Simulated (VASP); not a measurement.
Sr2Sb3P: single point with r2SCAN+rVV10

Crystal: Sr2Sb3P.

```
Sr Sb P
1.0
     4.25692    0.00000    0.00000
    -2.12846    3.68660    0.00000
     0.00000    0.00000   12.08551
Sr Sb P
2 3 1
Cartesian
  2.1285 1.2289 4.3956
  0.0000 2.4577 7.6899
  2.1285 1.2289 10.3002
  0.0000 2.4577 1.7854
  0.0000 0.0000 0.0000
  0.0000 0.0000 6.0428
```

```json
{
  "Program": "VASP 6.6.1",
  "Task": "single point",
  "Functional": "r2SCAN",
  "Dispersion": "rVV10",
  "Potentials or basis": "VASP PAW PBE potentials, release 64 (Sr_sv, Sb, P)",
  "Cutoff": "520 eV",
  "k mesh": "6 × 6 × 4",
  "Occupations": "fermi-dirac, width 0.03 eV",
  "Spin": "no spin polarisation",
  "Dipole correction": "no",
  "Further INCAR settings": "ALGO = Normal; EDIFF = 1e-06; NBANDS = 29"
}
```

* Pressure: 0.2 GPa
* Largest force: 0.022 eV/Å
* Band gap on the k mesh: zero (bands 20 and 21 overlap by 0.78 eV)

Forces in eV/Å, atoms in the order of the input:
```
Sr   0.000  0.000 -0.010
Sr   0.000  0.000  0.010
Sb   0.000  0.000 -0.022
Sb   0.000  0.000  0.022
Sb   0.000  0.000  0.000
P    0.000  0.000  0.000
```

Levels at points of the mesh, in eV from the Fermi level:
```
           k point  band 17  band 18  band 19  band 20  band 21  band 22  band 23  band 24
(0.00, 0.00, 0.00)    -0.12    -0.06    -0.06     0.32     0.32     2.09     2.40     2.40
(0.50, 0.00, 0.00)    -1.49    -0.80    -0.71    -0.21    -0.16     1.85     2.04     2.77
(0.00, 0.00, 0.50)    -0.17    -0.17     0.43     0.49     0.49     1.94     2.25     2.25
(0.50, 0.00, 0.50)    -1.37    -0.79    -0.46    -0.38     0.03     1.79     2.08     2.65
```

It took 9.1 min on 1 thread of AMD EPYC 7R13 Processor (Zen 3) (shared host), peak memory 0.7 GiB.

Caveat: the PAW data sets were made with another functional, which shifts forces and pressure a little; spin-orbit coupling is left out, which moves the levels of the heavy elements.
